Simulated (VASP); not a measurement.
Input of a VASP 6.6.1 run:

The input INCAR:

```
SYSTEM = Cl
PREC     = Accurate       ! precision mode
ENCUT    = 520            ! plane-wave cutoff, eV
EDIFF    = 1E-7           ! SCF threshold, eV
ISMEAR   = -1             ! smearing method
SIGMA    = 0.1            ! smearing width, eV
LREAL    = .FALSE.        ! projectors in reciprocal space
LASPH    = .TRUE.         ! aspherical terms in the spheres
NELM     = 100            ! most SCF steps
ALGO     = Normal         ! electronic algorithm
ISIF     = 2              ! what is computed and relaxed
LWAVE    = .FALSE.        ! write WAVECAR
LCHARG   = .FALSE.        ! write CHGCAR
GGA      = PE             ! functional
NBANDS   = 10             ! bands
```

The input KPOINTS:

```
regular mesh
0
G
  17 17 17
  0 0 0
```

Contents of POSCAR:

```
Cl
1.0
   -1.6286663500      1.6286663500      1.6286663500
    1.6286663500     -1.6286663500      1.6286663500
    1.6286663500      1.6286663500     -1.6286663500
Cl
1
Direct
    0.0000000000      0.0000000000      0.0000000000
```

Potentials or basis: VASP PAW PBE potentials, release 64 (Cl).

The run is started by

```bash
$ cat potpaw_PBE.64/Cl/POTCAR > POTCAR
$ mpirun -np 1 vasp_std > vasp.out
```

(1) What does it give for the pressure?

Results:

(1) 11.9 GPa.

Caveat: an odd number of electrons without spin polarisation forces a metal; a magnetic or distorted state may lie lower.
